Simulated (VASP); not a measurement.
Ti:

```
CELL_PARAMETERS angstrom
2.92000 0.00000 0.00000
-1.46000 2.52879 0.00000
0.00000 0.00000 4.76836
ATOMIC_POSITIONS crystal
Ti 0.33333 0.66667 0.25000
Ti 0.66667 0.33333 0.75000
```

```yaml
Program: VASP 6.6.1
Task: relaxation of cell and atoms
Functional: PBE
Potentials_or_basis: VASP PAW PBE potentials, release 64 (Ti_sv)
Cutoff: 600 eV
k_mesh: 8 × 8 × 4
Occupations: fermi-dirac, width 0.05 eV
Spin: no spin polarisation
```

At the start: pressure -1.6 GPa; volume 17.60 Å³/atom.

Task: Where does the relaxation end?

Result: Over 5 steps the energy falls by 6.4 meV/atom and the volume is 17.31 Å³/atom (-1.7 %); space group P6_3/mmc (No. 194, to 0.05 Å).

The path:
```
step  energy change (eV)  largest force (eV/Å)  pressure (GPa)  volume (Å³)
   1              0.0000                0.0000           -1.64        35.21
   2             -0.0091                0.0000            1.20        34.29
   3             -0.0091                0.0000            0.95        34.36
   4             -0.0126                0.0000            0.16        34.58
   5             -0.0127                0.0000            0.07        34.61
```

Final structure:
```cif
data_structure
_symmetry_space_group_name_H-M 'P 1'
_symmetry_Int_Tables_number 1
_cell_length_a 2.9386
_cell_length_b 2.9386
_cell_length_c 4.6286
_cell_angle_alpha 90.000
_cell_angle_beta 90.000
_cell_angle_gamma 120.000
_cell_volume 34.61
loop_
_atom_site_label
_atom_site_type_symbol
_atom_site_fract_x
_atom_site_fract_y
_atom_site_fract_z
_atom_site_occupancy
Ti1 Ti 0.33333 0.66667 0.25000 1
Ti2 Ti 0.66667 0.33333 0.75000 1
```
